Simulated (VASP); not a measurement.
# ZrS (I4mm) in VASP: further runs, part 2 of 2

VASP 6.6.1. The steps go on from the part before.

### Step 4. Single point, PBEsol

File INCAR:

```
PREC = Accurate
ENCUT = 520
EDIFF = 1E-6
ISMEAR = 0
SIGMA = 0.15
LREAL = False
LASPH = True
NELM = 80
ALGO = Normal
ISIF = 2
LWAVE = False
LCHARG = False
GGA = PS
NBANDS = 16
```

File KPOINTS:

```
regular mesh
0
Gamma
  16 16 16
```

File POSCAR:

```
ZrS
1.0
    0.0000000000      2.6250000000      2.6250000000
    2.6250000000      0.0000000000      2.6250000000
    2.6250000000      2.6250000000      0.0000000000
Zr S
1 1
Direct
    0.0285714286      0.0285714286     -0.0285714286
    0.5000000000      0.5000000000      0.5000000000
```

Potentials or basis: VASP PAW PBE potentials, release 64 (Zr_sv, S).

On the command line:

```
$ cat potpaw_PBE.64/Zr_sv/POTCAR potpaw_PBE.64/S/POTCAR > POTCAR
$ mpirun -np 1 vasp_std > vasp.out
```

OUTCAR:

```text
PREC = Accurate
   ENCUT = 520
   EDIFF = 1E-6
   ISMEAR = 0
   LREAL = False
   LASPH = True
   NELM = 80
   ISIF = 2
   GGA = PS

 ion  position               nearest neighbor table
   1  0.029  0.029  0.971-   2 2.47   2 2.63   2 2.63   2 2.63   2 2.63   2 2.78
   2  0.500  0.500  0.500-   1 2.47   1 2.63   1 2.63   1 2.63   1 2.63   1 2.78

  LATTYP: Found a face centered cubic cell.
 ALAT       =     5.2500000000

  Lattice vectors:

 A1 = (   0.0000000000,   2.6250000000,   2.6250000000)
 A2 = (   2.6250000000,   0.0000000000,   2.6250000000)
 A3 = (   2.6250000000,   2.6250000000,   0.0000000000)

Analysis of symmetry for initial positions (statically):
=====================================================================
 Subroutine PRICEL returns:
 Original cell was already a primitive cell.

 Routine SETGRP: Setting up the symmetry group for a
 face centered cubic supercell.

 Subroutine GETGRP returns: Found  8 space group operations
 (whereof  8 operations were pure point group operations)
 out of a pool of 48 trial point group operations.

The static configuration has the point symmetry C_4v.

Analysis of symmetry for dynamics (positions and initial velocities):
=====================================================================
 Subroutine PRICEL returns:
 Original cell was already a primitive cell.

 Routine SETGRP: Setting up the symmetry group for a
 face centered cubic supercell.

 Subroutine GETGRP returns: Found  8 space group operations
 (whereof  8 operations were pure point group operations)
 out of a pool of 48 trial point group operations.

The dynamic configuration has the point symmetry C_4v.

 Subroutine INISYM returns: Found  8 space group operations
 (whereof  8 operations are pure point group operations),
 and found     1 'primitive' translations

----------------------------------------------------------------------------------------

                                     Primitive cell

  volume of cell :      36.1758

  direct lattice vectors                    reciprocal lattice vectors
     0.000000000  2.625000000  2.625000000    -0.190476190  0.190476190  0.190476190
     2.625000000  0.000000000  2.625000000     0.190476190 -0.190476190  0.190476190
     2.625000000  2.625000000  0.000000000     0.190476190  0.190476190 -0.190476190

  length of vectors
     3.712310601  3.712310601  3.712310601     0.329914440  0.329914440  0.329914440

  position of ions in fractional coordinates (direct lattice)
     0.028571429  0.028571429  0.971428571
     0.500000000  0.500000000  0.500000000

  ion indices of the primitive-cell ions
   primitive index   ion index
                 1           1
                 2           2

----------------------------------------------------------------------------------------

 KPOINTS: regular mesh

Automatic generation of k-mesh.
 Grid dimensions read from file:
 generate k-points for:   16   16   16

 Generating k-lattice:

  Cartesian coordinates                     Fractional coordinates (reciprocal lattice)
    -0.011904762  0.011904762  0.011904762     0.062500000  0.000000000  0.000000000
     0.011904762 -0.011904762  0.011904762     0.000000000  0.062500000  0.000000000
     0.011904762  0.011904762 -0.011904762     0.000000000  0.000000000  0.062500000

  Length of vectors
     0.020619652  0.020619652  0.020619652

  Shift w.r.t. Gamma in fractional coordinates (k-lattice)
     0.000000000  0.000000000  0.000000000

 Subroutine IBZKPT returns following result:
 ===========================================

 Found    349 irreducible k-points:

 Following reciprocal coordinates:
            Coordinates               Weight
  0.000000  0.000000  0.000000      1.000000
  0.062500  0.000000  0.000000      8.000000
  0.125000  0.000000  0.000000      8.000000
  0.187500  0.000000  0.000000      8.000000
  0.250000  0.000000  0.000000      8.000000
  0.312500  0.000000  0.000000      8.000000
[... 16 lines left out ...]
  0.000000  0.437500  0.062500     16.000000
  0.500000  0.062500  0.000000      8.000000
 [... further k-points ...]
   k-points           NKPTS =    349   k-points in BZ     NKDIM =    349   number of bands    NBANDS=     16
   number of dos      NEDOS =    301   number of ions     NIONS =      2
   total plane-waves  NPLWV =  21952
   dimension x,y,z NGX =    28 NGY =   28 NGZ =   28
   dimension x,y,z NGXF=    56 NGYF=   56 NGZF=   56
   ions per type =               1   1
   NGX,Y,Z   is equivalent  to a cutoff of  12.54, 12.54, 12.54 a.u.
   NGXF,Y,Z  is equivalent  to a cutoff of  25.08, 25.08, 25.08 a.u.
 SYSTEM =  unknown system
   PREC   = accura    normal or accurate (medium, high low for compatibility)
   ISTART =      0    job   : 0-new  1-cont  2-samecut
   ICHARG =      2    charge: 1-file 2-atom 10-const
   ISPIN  =      1    spin polarized calculation?
   LNONCOLLINEAR =      F non collinear calculations
   LSORBIT =      F    spin-orbit coupling
   LASPH  =      T    aspherical Exc in radial PAW
   ENCUT  =  520.0 eV  38.22 Ry    6.18 a.u.   6.90  6.90  6.90*2*pi/ulx,y,z
   NELM   =     80;   NELMIN=  2; NELMDL= -5     # of ELM steps
   EDIFF  = 0.1E-05   stopping-criterion for ELM
   LREAL  =      F    real-space projection
   EDIFFG = 0.1E-04   stopping-criterion for IOM
   NSW    =      0    number of steps for IOM
   IBRION =     -1    ionic relax: 0-MD 1-quasi-New 2-CG
   NFREE  =      0    steps in history (QN), initial steepest desc. (CG)
   ISIF   =      2    stress and relaxation
   ISYM   =      2    0-nonsym 1-usesym 2-fastsym
   POTIM  = 0.5000    time-step for ionic-motion
   TEBEG  =    0.0;   TEEND  =   0.0 temperature during run
   PSTRESS=    0.0 pullay stress
   NELECT =      18.0000    total number of electrons
   NUPDOWN=      -1.0000    fix difference up-down
   EMIN   =  10.00;   EMAX   =-10.00  energy-range for DOS
   EFERMI =   0.00;   METHOD = LEGACY
   ISMEAR =     0;   SIGMA  =   0.15  broadening in eV -4-tet -1-fermi 0-gaus
   EFERMI_NEDOS =   21; number of points for ismear=-14 and -15
   IALGO  =     38    algorithm
   IMIX   =      4    mixing-type and parameters
     AMIX     =   0.40;   BMIX     =  1.00
     AMIX_MAG =   1.60;   BMIX_MAG =  1.00
  volume/ion in A,a.u.               =      18.09       122.06
  Fermi-wavevector in a.u.,A,eV,Ry     =   1.297258  2.451462 22.896950  1.682878
  Thomas-Fermi vector in A             =   2.428662
   LORBIT       =      0    0 simple, 1 ext, 2 COOP (PROOUT), +10 PAW based schemes
   GGA     = PS    functional components
   LHFCALC =     F    Hartree Fock is set to
   AEXX    =    0.0000 exact exchange contribution
   IVDW    =     0    specifies the selected vdW correction
   LEPSILON=     F    determine dielectric tensor
   LRPA    =     F    only Hartree local field effects (RPA)
 non-spin polarized calculation
 Gauss-broadening in eV      SIGMA  =   0.15
  energy-cutoff  :      520.00
  volume of cell :       36.18
 maximum number of plane-waves:       992
   NGX = 13   NGY = 13   NGZ = 13

 number of electron      18.0000001 magnetization

 Free energy of the ion-electron system (eV)
  ---------------------------------------------------
  ext. energy  EPLUGINS =         0.00000000
  ---------------------------------------------------
  free energy    TOTEN  =       -16.43273628 eV

  energy without entropy =      -16.41870301  energy(sigma->0) =      -16.42571964

 E-fermi :  10.5700     XC(G=0): -11.4530

 val. band max:       10.5694253183   @ k =   0.0000   0.1250   0.0625
 cond. band min:      10.5706785958   @ k =   0.1875   0.0625  -0.3125
 fundamental gap:      0.0012532774
 Fermi energy:        10.5700019880

 k-point     1 :       0.0000    0.0000    0.0000
  band No.  band energies     occupation
      1     -39.2626      2.00000
      2     -17.2787      2.00000
      3     -17.2589      2.00000
      4     -17.2589      2.00000
      5      -5.2118      2.00000
      6       6.8712      2.00000
[... 8 lines left out ...]
     15      17.5994      0.00000
     16      22.9256      0.00000
[... 419 lines left out ...]
 k-point    24 :       0.5000    0.0625    0.0000
  band No.  band energies     occupation
      1     -39.2359      2.00000
      2     -17.6113      2.00000
      3     -17.3096      2.00000
      4     -17.2939      2.00000
      5      -3.6963      2.00000
      6       2.6666      2.00000
[... 8 lines left out ...]
     15      17.0291      0.00000
     16      17.2363      0.00000

 [... further k-points ...]

------------------------ aborting loop because EDIFF is reached ----------------------------------------

  FORCE on cell =-STRESS in cart. coord.  units (eV):
  Direction    XX          YY          ZZ          XY          YZ          ZX
  --------------------------------------------------------------------------------------
  -------------------------------------------------------------------------------------
  Total       -1.4791202     -1.4791202     -0.3712411      0.0000000      0.0000000     -0.0000000
  in kB      -65.5082721    -65.5082721    -16.4417772      0.0000000      0.0000000     -0.0000000
  external PRESSURE =     -49.1527738 kB  Pullay stress =       0.0000000 kB

 VOLUME and BASIS-vectors are now :
 -----------------------------------------------------------------------------
  energy-cutoff  :      520.00
  volume of cell :       36.18
      direct lattice vectors                 reciprocal lattice vectors
     0.000000000  2.625000000  2.625000000    -0.190476190  0.190476190  0.190476190
     2.625000000  0.000000000  2.625000000     0.190476190 -0.190476190  0.190476190
     2.625000000  2.625000000  0.000000000     0.190476190  0.190476190 -0.190476190

 POSITION                                       TOTAL-FORCE (eV/Angst)
 -----------------------------------------------------------------------------------
      2.62500      2.62500      0.15000         0.000000      0.000000     -0.791312
      2.62500      2.62500      2.62500         0.000000      0.000000      0.791312
 -----------------------------------------------------------------------------------
    total drift:                               -0.000000     -0.000000     -0.000032

  FREE ENERGIE OF THE ION-ELECTRON SYSTEM (eV)
  ---------------------------------------------------
  free  energy   TOTEN  =       -16.4327362790 eV

  energy  without entropy=      -16.4187030097  energy(sigma->0) =      -16.42571964
```

stdout:

```text
POSCAR found type information on POSCAR ZrS
 POSCAR found :  2 types and       2 ions
 scaLAPACK will be used
 -----------------------------------------------------------------------------
|                                                                             |
|                                                                             |
|     You enforced a specific xc type in the INCAR file but a different       |
|     I HOPE YOU KNOW WHAT YOU ARE DOING!                                     |
|                                                                             |
 -----------------------------------------------------------------------------

 LDA part: xc-table for (Slater+PW92), standard interpolation
 POSCAR, INCAR and KPOINTS ok, starting setup
 FFT: planning ... GRIDC
 FFT: planning ... GRID_SOFT
 FFT: planning ... GRID
 WAVECAR not read
 entering main loop
```

It took 1.9 min on 1 thread of Intel Xeon Platinum 8488C (Sapphire Rapids), shared host; peak memory 0.31 GiB.

Results:

- Free energy: -16.4327 eV
- Pressure: -4.9 GPa
- Largest force: 0.791 eV/Å
- Band gap on the k mesh: zero (band 9 reaches 11.94 eV, above the bottom of band 10 at 9.39 eV)

Forces in eV/Å, atoms in the order of the input:
```
Zr   0.000  0.000 -0.791
S    0.000  0.000  0.791
```

Stress tensor (GPa, compression positive):
```
-6.55  0.00  0.00
 0.00 -6.55  0.00
 0.00  0.00 -1.64
```

Levels at points of the mesh, in eV from the Fermi level:
```
           k point  band 5  band 6  band 7  band 8  band 9  band 10  band 11  band 12  band 13  band 14
(0.00, 0.00, 0.00)  -15.78   -3.70   -3.66   -3.66   -1.30    -1.12    -1.12    -0.63    -0.32     1.79
(0.50, 0.00, 0.00)  -14.24   -7.98   -5.92   -5.90    1.37     1.48     1.71     1.97     5.08     5.46
(0.50, 0.50, 0.00)  -14.92   -6.18   -4.43   -4.43   -3.42     0.58     2.38     2.38     2.59     3.29
(0.00, 0.50, 0.50)  -14.92   -6.23   -4.78   -4.45   -3.04     0.63     2.39     2.41     2.84     3.21
```

Caveat: the cell differs from its parent crystal (all Zr atoms moved -0.150 Å, as atom 1 towards its neighbour atom 2 (S) at 2.625 Å); the PAW data sets were made with another functional, which shifts forces and pressure a little.

### Step 5. Single point, PBEsol

File INCAR:

```
SYSTEM = ZrS
PREC     = Accurate       ! precision mode
ENCUT    = 520            ! plane-wave cutoff, eV
EDIFF    = 1E-7           ! SCF threshold, eV
ISMEAR   = 0              ! smearing method
SIGMA    = 0.15           ! smearing width, eV
LREAL    = .FALSE.        ! projectors in reciprocal space
LASPH    = .TRUE.         ! aspherical terms in the spheres
NELM     = 100            ! most SCF steps
ALGO     = Normal         ! electronic algorithm
ISIF     = 2              ! what is computed and relaxed
LWAVE    = .FALSE.        ! write WAVECAR
LCHARG   = .FALSE.        ! write CHGCAR
GGA      = PS             ! functional
NBANDS   = 16             ! bands
```

File KPOINTS:

```
regular mesh
0
G
  16 16 16
  0 0 0
```

Edit POSCAR of step 4 so:

```diff
@@ -8,3 +8,3 @@
 Direct
-    0.0285714286      0.0285714286     -0.0285714286
+   -0.0500000000     -0.0500000000      0.0500000000
     0.5000000000      0.5000000000      0.5000000000
```

On the command line:

```
$ cat potpaw_PBE.64/Zr_sv/POTCAR potpaw_PBE.64/S/POTCAR > POTCAR
$ mpirun -np 1 vasp_std > vasp.out
```

Run time: 2 min. Hardware: 1 thread of Intel Xeon Platinum 8488C (Sapphire Rapids), shared host; peak memory 0.31 GiB.

Results (log left out):

```
Free energy            : -16.2896 eV
Pressure               : -2.0 GPa
Largest force          : 1.848 eV/Å
Band gap on the k mesh : zero (band 9 reaches 11.70 eV, above the bottom of band 10 at 9.44 eV)
```

Forces on the atoms (eV/Å):
```
Zr   0.000  0.000  1.848
S    0.000  0.000 -1.848
```

Stress tensor (GPa, compression positive):
```
-7.15  0.00  0.00
 0.00 -7.15  0.00
 0.00  0.00  8.31
```

Levels at points of the mesh, in eV from the Fermi level:
```tsv
k point	band 5	band 6	band 7	band 8	band 9	band 10	band 11	band 12	band 13	band 14
(0.00, 0.00, 0.00)	-15.71	-3.97	-3.89	-3.89	-1.18	-0.71	-0.71	-0.52	0.29	1.79
(0.50, 0.00, 0.00)	-14.19	-7.90	-5.84	-5.79	1.20	1.49	1.64	2.11	4.66	5.49
(0.50, 0.50, 0.00)	-14.83	-6.03	-4.37	-4.37	-3.34	0.74	2.18	2.39	2.39	3.44
(0.00, 0.50, 0.50)	-14.84	-6.18	-5.16	-4.44	-2.47	0.85	2.43	2.49	2.87	3.20
```

Caveat: the cell differs from its parent crystal (all Zr atoms moved +0.263 Å, as atom 1 towards its neighbour atom 2 (S) at 2.625 Å); the PAW data sets were made with another functional, which shifts forces and pressure a little.
